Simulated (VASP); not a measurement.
Here is a VASP 6.6.1 calculation.

Contents of INCAR:

```
SYSTEM = BN
ALGO     = Normal         ! electronic algorithm
EDIFF    = 1E-6           ! SCF threshold, eV
ENCUT    = 520            ! plane-wave cutoff, eV
GGA      = PE             ! functional
ISIF     = 2              ! what is computed and relaxed
ISMEAR   = 0              ! smearing method
LASPH    = .TRUE.         ! aspherical terms in the spheres
LCHARG   = .FALSE.        ! write CHGCAR
LREAL    = .FALSE.        ! projectors in reciprocal space
LWAVE    = .FALSE.        ! write WAVECAR
NBANDS   = 16             ! bands
NELM     = 60             ! most SCF steps
PREC     = Accurate       ! precision mode
SIGMA    = 0.05           ! smearing width, eV
```

Contents of KPOINTS:

```
k-points
0
G
  12 12 6
  0 0 0
```

The input POSCAR:

```
BN
1.0
    2.5539396017      0.0000000000      0.0000000000
   -1.2769698009      2.2117765748      0.0000000000
    0.0000000000      0.0000000000      4.2268550000
B N
2 2
Direct
    0.6666666667      0.3333333333      0.9997240000
    0.3333333333      0.6666666667      0.4997240000
    0.6666666667      0.3333333333      0.6430196889
    0.3333333333      0.6666666667      0.1430196889
```

Potentials or basis: VASP PAW PBE potentials, release 64 (B, N).

Run with:

```bash
$ cat potpaw_PBE.64/B/POTCAR potpaw_PBE.64/N/POTCAR > POTCAR
$ mpirun -np 1 vasp_std > vasp.out
```

Task: What does it give for the pressure?

Result: 1.2 GPa.

Task: Estimate the band gap on the k mesh.

Result: 4.01 eV, indirect (least direct gap 7.61 eV).

Task: Predict the largest force.

Result: 2.015 eV/Å.

Stress tensor (GPa, compression positive):
```
0.02 0.00 0.00
0.00 0.02 0.00
0.00 0.00 3.50
```

Caveat: the cell differs from its parent crystal (all N atoms moved +0.075 Å, as atom 3 along Cartesian [0 0 1]); forces of over 1 eV/Å act on the atoms, so gaps and moduli don't describe the material at rest. A k mesh can miss the band edges.
